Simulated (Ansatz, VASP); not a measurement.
**PtSe2, level by level in two programs**

```
CELL_PARAMETERS angstrom
3.77301 0.00000 0.00000
-1.88650 3.26752 0.00000
0.00000 0.00000 5.12861
ATOMIC_POSITIONS crystal
Pt 0.00000 0.00000 0.00000
Se 0.66667 0.33333 0.75000
Se 0.33333 0.66667 0.25000
```

Single points on this cell with VASP 6.6.1 and Ansatz 0.2.0. Each row is one pair of runs. Alike in all rows: spin: off; k mesh: 8 × 8 × 5; smearing: fermi-dirac, width 0.05 eV.

| level | VASP's potentials, cutoff | Ansatz's potentials, cutoff | gap on the k mesh at the Fermi level (eV), VASP | gap on the k mesh at the Fermi level (eV), Ansatz | pressure (GPa), VASP | pressure (GPa), Ansatz | rms of the force components (eV/Å), VASP | rms of the force components (eV/Å), Ansatz |
| --- | --- | --- | --- | --- | --- | --- | --- | --- |
| PBEsol | VASP PAW PBE potentials, release 64 (Pt, Se), 520 eV | Ansatz PAW, 420 eV | none | none | -2.7 | -2.8 | 0.054 | 0.060 |
| RPBE+D3(BJ) | VASP PAW PBE potentials, release 64 (Pt, Se), 520 eV | Ansatz PAW, 420 eV | none | none | -14.0 | -13.9 | 0.102 | 0.102 |
| LDA | VASP PAW LDA potentials, release 64 (Pt, Se), 520 eV | Ansatz PAW, 420 eV | none | none | -4.9 | -5.2 | 0.101 | 0.122 |
| PBE+D3(BJ) | VASP PAW PBE potentials, release 64 (Pt, Se), 520 eV | Ansatz PAW, 420 eV | none | none | -1.5 | -1.5 | 0.071 | 0.069 |
| PBEsol+D4 | VASP PAW PBE potentials, release 64 (Pt, Se), 520 eV | Ansatz PAW, 420 eV | none | none | -4.7 | -4.8 | 0.051 | 0.057 |
| r2SCAN+rVV10 | VASP PAW PBE potentials, release 64 (Pt, Se), 520 eV | Ansatz PAW, 500 eV | none | none | -1.2 | -1.7 | 0.010 | 0.027 |

Pressure (GPa): the two programs differ by at most 0.44; rms of the force components (eV/Å): the two programs differ by at most 0.0214.

VASP's potentials hold 22 valence electrons a cell and Ansatz's 50, so a difference there can come from the potentials and not from the codes.

A gap of «none» marks a metal or a gap that the smearing closes.

Neither program's run includes spin-orbit coupling.
